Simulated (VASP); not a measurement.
# HC18F in VASP: notebook

The runs below take HC18F through single point, with PBE.

All numbers are computed with VASP 6.6.1; they aren't measurements. Logs are shortened: lines on timing, memory, paths and dates and some standing lists are left out, and cuts for length are marked.

## Step 1: The cell of the first run

The cell holds a slab with vacuum, 20 atoms: a = 7.398 Å, b = 7.398 Å, c = 11.000 Å, α = 90.00°, β = 90.00°, γ = 120.00°.

## Step 2: Single point, PBE

The input, INCAR:

```
SYSTEM = HC18F
ALGO = Normal ; EDIFF = 1E-7
ENCUT = 520 ; GGA = PE
ISIF = 2 ; ISMEAR = 0
LASPH = .TRUE. ; LCHARG = .FALSE.
LREAL = Auto ; LWAVE = .FALSE.
NBANDS = 56 ; NELM = 60
PREC = Accurate ; SIGMA = 0.02
```

The input, KPOINTS:

```
k-points
0
G
  2 2 1
  0 0 0
```

The input, POSCAR:

```
HC18F
1.0
    7.3980000000      0.0000000000      0.0000000000
   -3.6990000000      6.4068560000      0.0000000000
    0.0000000000      0.0000000000     11.0000000000
C F H
18 1 1
Direct
   -0.0026174438      0.0052285167      0.0839643055
    0.2176195185      0.1157066366      0.0838022718
   -0.0028054245      0.3383110025      0.0837218124
    0.2174761231      0.4490578716      0.0838019906
   -0.0025476925      0.6716539391      0.0838427608
    0.2176404984      0.7824903215      0.0837261187
    0.3305957768      0.0049830562      0.0837694091
    0.5508619066      0.1157196105      0.0836629932
    0.3304896937      0.3382703265      0.0838262217
    0.5507006290      0.4487303093      0.0839845318
    0.3304874266      0.6716745584      0.0837455751
    0.5507073157      0.7825628779      0.0839353627
    0.6639599316      0.0051043305      0.0837047401
    0.8842349715      0.1158097409      0.0837566874
    0.6639160557      0.3382480203      0.0836801856
    0.8842239798      0.4490349377      0.0836487804
    0.6638178415      0.6716105626      0.0845934283
    0.8845328883      0.7825834396      0.0843203961
    0.7034265102      0.6828895924      0.3778971004
    0.7028456937      0.6841769491      0.2926155283
```

Potentials or basis: VASP PAW PBE potentials, release 64 (C, F, H).

Run with:

```bash
$ cat potpaw_PBE.64/C/POTCAR potpaw_PBE.64/F/POTCAR potpaw_PBE.64/H/POTCAR > POTCAR
$ mpirun -np 1 vasp_std > vasp.out
```

OUTCAR:

```text
SYSTEM = HC18F
   EDIFF = 1E-7
   ENCUT = 520
   GGA = PE
   ISIF = 2
   ISMEAR = 0
   LASPH = .TRUE.
   LREAL = Auto
   NELM = 60
   PREC = Accurate

 ion  position               nearest neighbor table
   1  0.997  0.005  0.084-   2 1.41  18 1.43  14 1.43
   2  0.218  0.116  0.084-   1 1.41   9 1.43   7 1.43
   3  0.997  0.338  0.084-   4 1.41  14 1.43  16 1.43
   4  0.217  0.449  0.084-   3 1.41  11 1.43   9 1.43
   5  0.997  0.672  0.084-   6 1.41  16 1.43  18 1.43
   6  0.218  0.782  0.084-   5 1.41   7 1.43  11 1.43
[... 10 lines left out ...]
  17  0.664  0.672  0.085-  18 1.41  10 1.43  12 1.44
  18  0.885  0.783  0.084-  17 1.41   1 1.43   5 1.43
  19  0.703  0.683  0.378-  20 0.94
  20  0.703  0.684  0.293-  19 0.94

  LATTYP: Found a hexagonal cell.
 ALAT       =     7.3980000000
 C/A-ratio  =     1.4868883482

  Lattice vectors:

 A1 = (   7.3980000000,   0.0000000000,   0.0000000000)
 A2 = (  -3.6990000000,   6.4068560000,   0.0000000000)
 A3 = (   0.0000000000,   0.0000000000,  11.0000000000)

Analysis of symmetry for initial positions (statically):
=====================================================================
 Subroutine PRICEL returns:
 Original cell was already a primitive cell.

 Routine SETGRP: Setting up the symmetry group for a
 hexagonal supercell.

 Subroutine GETGRP returns: Found  1 space group operations
 (whereof  1 operations were pure point group operations)
 out of a pool of 24 trial point group operations.

The static configuration has the point symmetry C_1 .

Analysis of symmetry for dynamics (positions and initial velocities):
=====================================================================
 Subroutine PRICEL returns:
 Original cell was already a primitive cell.

 Routine SETGRP: Setting up the symmetry group for a
 hexagonal supercell.

 Subroutine GETGRP returns: Found  1 space group operations
 (whereof  1 operations were pure point group operations)
 out of a pool of 24 trial point group operations.

The dynamic configuration has the point symmetry C_1 .

 Subroutine INISYM returns: Found  1 space group operations
 (whereof  1 operations are pure point group operations),
 and found     1 'primitive' translations

----------------------------------------------------------------------------------------

                                     Primitive cell

  volume of cell :     521.3771

  direct lattice vectors                    reciprocal lattice vectors
     7.398000000  0.000000000  0.000000000     0.135171668  0.078041398  0.000000000
    -3.699000000  6.406856000  0.000000000     0.000000000  0.156082796  0.000000000
     0.000000000  0.000000000 11.000000000     0.000000000  0.000000000  0.090909091

  length of vectors
     7.398000000  7.398000054 11.000000000     0.156082797  0.156082796  0.090909091

  position of ions in fractional coordinates (direct lattice)
     0.997382556  0.005228517  0.083964305
     0.217619519  0.115706637  0.083802272
     0.997194575  0.338311002  0.083721812
     0.217476123  0.449057872  0.083801991
     0.997452307  0.671653939  0.083842761
     0.217640498  0.782490321  0.083726119
[... 12 lines left out ...]
     0.703426510  0.682889592  0.377897100
     0.702845694  0.684176949  0.292615528

  ion indices of the primitive-cell ions
   primitive index   ion index
                 1           1
                 2           2
                 3           3
                 4           4
                 5           5
                 6           6
[... 12 lines left out ...]
                19          19
                20          20

----------------------------------------------------------------------------------------

 KPOINTS: k-points

Automatic generation of k-mesh.
 Grid dimensions read from file:
 generate k-points for:    2    2    1

 Generating k-lattice:

  Cartesian coordinates                     Fractional coordinates (reciprocal lattice)
     0.067585834  0.039020699  0.000000000     0.500000000 -0.000000000  0.000000000
     0.000000000  0.078041398  0.000000000     0.000000000  0.500000000  0.000000000
     0.000000000  0.000000000  0.090909091     0.000000000  0.000000000  1.000000000

  Length of vectors
     0.078041399  0.078041398  0.090909091

  Shift w.r.t. Gamma in fractional coordinates (k-lattice)
     0.000000000  0.000000000  0.000000000

 Subroutine IBZKPT returns following result:
 ===========================================

 Found      4 irreducible k-points:

 Following reciprocal coordinates:
            Coordinates               Weight
  0.000000  0.000000  0.000000      1.000000
  0.500000 -0.000000  0.000000      1.000000
  0.000000  0.500000  0.000000      1.000000
  0.500000  0.500000  0.000000      1.000000
   k-points           NKPTS =      4   k-points in BZ     NKDIM =      4   number of bands    NBANDS=     56
   number of dos      NEDOS =    301   number of ions     NIONS =     20
   total plane-waves  NPLWV = 263424
   dimension x,y,z NGX =    56 NGY =   56 NGZ =   84
   dimension x,y,z NGXF=   112 NGYF=  112 NGZF=  168
   ions per type =              18   1   1
   NGX,Y,Z   is equivalent  to a cutoff of  12.58, 12.58, 12.70 a.u.
   NGXF,Y,Z  is equivalent  to a cutoff of  25.17, 25.17, 25.39 a.u.
 SYSTEM =  HC18F
   PREC   = accura    normal or accurate (medium, high low for compatibility)
   ISTART =      0    job   : 0-new  1-cont  2-samecut
   ICHARG =      2    charge: 1-file 2-atom 10-const
   ISPIN  =      1    spin polarized calculation?
   LNONCOLLINEAR =      F non collinear calculations
   LSORBIT =      F    spin-orbit coupling
   LASPH  =      T    aspherical Exc in radial PAW
   ENCUT  =  520.0 eV  38.22 Ry    6.18 a.u.  13.76 13.76 20.45*2*pi/ulx,y,z
   NELM   =     60;   NELMIN=  2; NELMDL= -5     # of ELM steps
   EDIFF  = 0.1E-06   stopping-criterion for ELM
   LREAL  =      T    real-space projection
   EDIFFG = 0.1E-05   stopping-criterion for IOM
   NSW    =      0    number of steps for IOM
   IBRION =     -1    ionic relax: 0-MD 1-quasi-New 2-CG
   NFREE  =      0    steps in history (QN), initial steepest desc. (CG)
   ISIF   =      2    stress and relaxation
   ISYM   =      2    0-nonsym 1-usesym 2-fastsym
   POTIM  = 0.5000    time-step for ionic-motion
   TEBEG  =    0.0;   TEEND  =   0.0 temperature during run
   PSTRESS=    0.0 pullay stress
   NELECT =      80.0000    total number of electrons
   NUPDOWN=      -1.0000    fix difference up-down
   EMIN   =  10.00;   EMAX   =-10.00  energy-range for DOS
   EFERMI =   0.00;   METHOD = LEGACY
   ISMEAR =     0;   SIGMA  =   0.02  broadening in eV -4-tet -1-fermi 0-gaus
   EFERMI_NEDOS =   21; number of points for ismear=-14 and -15
   IALGO  =     38    algorithm
   IMIX   =      4    mixing-type and parameters
     AMIX     =   0.40;   BMIX     =  1.00
     AMIX_MAG =   1.60;   BMIX_MAG =  1.00
  volume/ion in A,a.u.               =      26.07       175.92
  Fermi-wavevector in a.u.,A,eV,Ry     =   0.876437  1.656226 10.451210  0.768142
  Thomas-Fermi vector in A             =   1.996247
   LORBIT       =      0    0 simple, 1 ext, 2 COOP (PROOUT), +10 PAW based schemes
   GGA     = PE    functional components
   LHFCALC =     F    Hartree Fock is set to
   AEXX    =    0.0000 exact exchange contribution
   IVDW    =     0    specifies the selected vdW correction
   LEPSILON=     F    determine dielectric tensor
   LRPA    =     F    only Hartree local field effects (RPA)
 non-spin polarized calculation
 Gauss-broadening in eV      SIGMA  =   0.02
  energy-cutoff  :      520.00
  volume of cell :      521.38
 maximum number of plane-waves:     14099
 NGX is ok and might be reduce to    56
   NGX = 27   NGY = 27   NGZ = 41

 number of electron      79.9999998 magnetization

 Free energy of the ion-electron system (eV)
  ---------------------------------------------------
  ext. energy  EPLUGINS =         0.00000000
  ---------------------------------------------------
  free energy    TOTEN  =      -173.55783264 eV

  energy without entropy =     -173.55783256  energy(sigma->0) =     -173.55783260

 E-fermi :  -1.7695     XC(G=0):  -4.3116

 val. band max:       -1.8362059663   @ k =   0.0000   0.0000   0.0000
 cond. band min:      -1.7027980742   @ k =   0.0000   0.0000   0.0000
 fundamental gap:      0.1334078921
 Fermi energy:        -1.7695019766

 k-point     1 :       0.0000    0.0000    0.0000
  band No.  band energies     occupation
      1     -26.7875      2.00000
      2     -21.2922      2.00000
      3     -18.7482      2.00000
      4     -18.7202      2.00000
      5     -18.7098      2.00000
      6     -18.6967      2.00000
[... 44 lines left out ...]
     51       3.9627      0.00000
     52       4.4648      0.00000

 k-point     2 :       0.5000   -0.0000    0.0000
  band No.  band energies     occupation
      1     -26.7874      2.00000
      2     -20.6534      2.00000
      3     -20.6246      2.00000
      4     -19.3468      2.00000
      5     -19.3380      2.00000
      6     -16.8747      2.00000
[... 44 lines left out ...]
     51       4.3267      0.00000
     52       4.6407      0.00000

 k-point     3 :       0.0000    0.5000    0.0000
  band No.  band energies     occupation
      1     -26.7874      2.00000
      2     -20.6532      2.00000
      3     -20.6223      2.00000
      4     -19.3479      2.00000
      5     -19.3436      2.00000
      6     -16.8717      2.00000
[... 44 lines left out ...]
     51       4.3266      0.00000
     52       4.5873      0.00000

 k-point     4 :       0.5000    0.5000    0.0000
  band No.  band energies     occupation
      1     -26.7874      2.00000
      2     -20.6534      2.00000
      3     -20.6208      2.00000
      4     -19.3521      2.00000
      5     -19.3429      2.00000
      6     -16.8745      2.00000
[... 44 lines left out ...]
     51       4.3272      0.00000
     52       4.5500      0.00000
 [bands above 52 left out]

------------------------ aborting loop because EDIFF is reached ----------------------------------------

  FORCE on cell =-STRESS in cart. coord.  units (eV):
  Direction    XX          YY          ZZ          XY          YZ          ZX
  --------------------------------------------------------------------------------------
  -------------------------------------------------------------------------------------
  Total        0.6630377      2.3742378      0.0396621     -4.5897446     -0.0045275      0.0057785
  in kB        2.0374963      7.2959663      0.1218807    -14.1041567     -0.0139129      0.0177573
  external PRESSURE =       3.1517811 kB  Pullay stress =       0.0000000 kB

 VOLUME and BASIS-vectors are now :
 -----------------------------------------------------------------------------
  energy-cutoff  :      520.00
  volume of cell :      521.38
      direct lattice vectors                 reciprocal lattice vectors
     7.398000000  0.000000000  0.000000000     0.135171668  0.078041398  0.000000000
    -3.699000000  6.406856000  0.000000000     0.000000000  0.156082796  0.000000000
     0.000000000  0.000000000 11.000000000     0.000000000  0.000000000  0.090909091

 POSITION                                       TOTAL-FORCE (eV/Angst)
 -----------------------------------------------------------------------------------
      7.35930      0.03350      0.92361         0.001421      0.004255      0.000159
      1.18195      0.74132      0.92182         0.001971     -0.007478     -0.000245
      6.12583      2.16751      0.92094        -0.006072      0.000693      0.000345
     -0.05218      2.87705      0.92182         0.013144     -0.002972     -0.000476
      4.89470      4.30319      0.92227        -0.002945      0.008702      0.000540
     -1.28433      5.01330      0.92099        -0.003499      0.001458      0.003120
[... 12 lines left out ...]
      2.67794      4.37518      4.15687         0.003629     -0.003816      0.295662
      2.66888      4.38342      3.21877        -0.003385      0.003122     -0.299715
 -----------------------------------------------------------------------------------
    total drift:                                0.009520      0.014866      0.032927

  FREE ENERGIE OF THE ION-ELECTRON SYSTEM (eV)
  ---------------------------------------------------
  free  energy   TOTEN  =      -173.5578326384 eV

  energy  without entropy=     -173.5578325551  energy(sigma->0) =     -173.55783260
```

Run time: 4.8 min. Hardware: 1 thread of AMD EPYC 9R14 (Zen 4), shared host; peak memory 0.56 GiB.

What came out:

| Item | Value |
| --- | --- |
| Free energy | -173.5578 eV |
| Largest force | 0.300 eV/Å |
| Band gap on the k mesh | 0.13 eV |

Forces on the atoms (eV/Å):
```
C    0.001  0.004  0.000
C    0.002 -0.007  0.000
C   -0.006  0.001  0.000
C    0.013 -0.003  0.000
C   -0.003  0.009  0.001
C   -0.003  0.001  0.003
C   -0.010  0.005  0.003
C    0.001 -0.002 -0.001
C   -0.004  0.003  0.001
C    0.005 -0.006 -0.001
C   -0.008  0.005  0.001
C    0.007 -0.012 -0.002
C   -0.015  0.002 -0.005
C    0.015  0.001 -0.003
C   -0.011 -0.007 -0.003
C    0.011  0.001 -0.001
C   -0.018  0.003  0.008
C    0.023  0.004  0.004
F    0.004 -0.004  0.296
H   -0.003  0.003 -0.300
```

Caveat: the k points lie up to 0.49 Å⁻¹ apart.

## Step 3: Single point, PBE

The input, INCAR:

```
SYSTEM = HC18F
ALGO     = Normal         ! electronic algorithm
EDIFF    = 1E-6           ! SCF threshold, eV
ENCUT    = 520            ! plane-wave cutoff, eV
GGA      = PE             ! functional
ISIF     = 2              ! what is computed and relaxed
ISMEAR   = 0              ! smearing method
LASPH    = .TRUE.         ! aspherical terms in the spheres
LCHARG   = .FALSE.        ! write CHGCAR
LREAL    = Auto         
LWAVE    = .FALSE.        ! write WAVECAR
NBANDS   = 56             ! bands
NELM     = 100            ! most SCF steps
PREC     = Accurate       ! precision mode
SIGMA    = 0.02           ! smearing width, eV
```

KPOINTS is that of step 2.

The input, POSCAR:

```
HC18F
1.0
    7.3980000000      0.0000000000      0.0000000000
   -3.6990000000      6.4068560000      0.0000000000
    0.0000000000      0.0000000000     11.0000000000
C F H
18 1 1
Direct
    0.0039511823      0.0005920235      0.0833125000
    0.2279804708      0.1126030672      0.0832572577
    0.0064436343      0.3364115580      0.0777876748
    0.2268954378      0.4473270908      0.0782819085
    0.0064446624      0.6672583869      0.0777897233
    0.2269000732      0.7767914184      0.0782651169
    0.3386985350      0.0010239284      0.0828685726
    0.5574237163      0.1067144483      0.0861684970
    0.3386987187      0.3348949692      0.0828901722
    0.5574364963      0.4479339312      0.0862037779
    0.3353339736      0.6662792014      0.0842913761
    0.5592194150      0.7782214569      0.1135795901
    0.6722345617      0.0022404025      0.0872352849
    0.8919559051      0.1107797574      0.0823728353
    0.6714724873      0.3343498076      0.1073781170
    0.8990862654      0.4481612309      0.0826389425
    0.6722446140      0.6672229128      0.0872600828
    0.8919611640      0.7784119985      0.0823831550
    0.5588073564      0.7780737047      0.2587624663
    0.6716261200      0.3343382556      0.2100002090
```

Potentials or basis: VASP PAW PBE potentials, release 64 (C, F, H).

Run with:

```bash
$ cat potpaw_PBE.64/C/POTCAR potpaw_PBE.64/F/POTCAR potpaw_PBE.64/H/POTCAR > POTCAR
$ mpirun -np 1 vasp_std > vasp.out
```

Run time: 4.4 min. Hardware: 1 thread of AMD EPYC 9R14 (Zen 4), shared host; peak memory 0.56 GiB.

Results (log left out):

```
Free energy            : -170.6555 eV
Largest force          : 0.093 eV/Å
Band gap on the k mesh : 0.28 eV (least direct gap 0.30 eV)
```

Forces on the atoms (eV/Å):
```
C    0.006  0.001  0.001
C   -0.005  0.001  0.000
C    0.007 -0.005 -0.004
C    0.010 -0.012 -0.003
C   -0.007  0.014 -0.004
C   -0.010  0.010 -0.001
C    0.005 -0.010 -0.001
C   -0.002  0.009 -0.001
C    0.000  0.001 -0.003
C    0.004 -0.002  0.001
C    0.018  0.003  0.004
C   -0.001  0.006 -0.089
C   -0.002 -0.015 -0.001
C   -0.004  0.002  0.000
C    0.006  0.003 -0.010
C   -0.018 -0.009 -0.004
C   -0.010  0.004  0.003
C    0.002  0.000 -0.009
F    0.000 -0.002  0.093
H   -0.001  0.001  0.029
```

Levels at points of the mesh, in eV from the valence-band top:
```
           k point  band 36  band 37  band 38  band 39  band 40  band 41  band 42  band 43  band 44  band 45
(0.00, 0.00, 0.00)    -2.82    -2.69    -2.51    -1.44     0.00     0.30     1.38     2.56     3.71     4.74
(0.50, 0.00, 0.00)    -3.14    -2.56    -2.24    -2.17    -0.80     0.43     2.33     2.51     2.76     3.67
(0.00, 0.50, 0.00)    -3.05    -2.44    -2.42    -2.22    -0.63     0.28     2.24     2.57     2.73     3.62
(0.50, 0.50, 0.00)    -3.05    -2.44    -2.42    -2.22    -0.63     0.28     2.24     2.57     2.73     3.62
```

Caveat: the k points lie up to 0.49 Å⁻¹ apart.
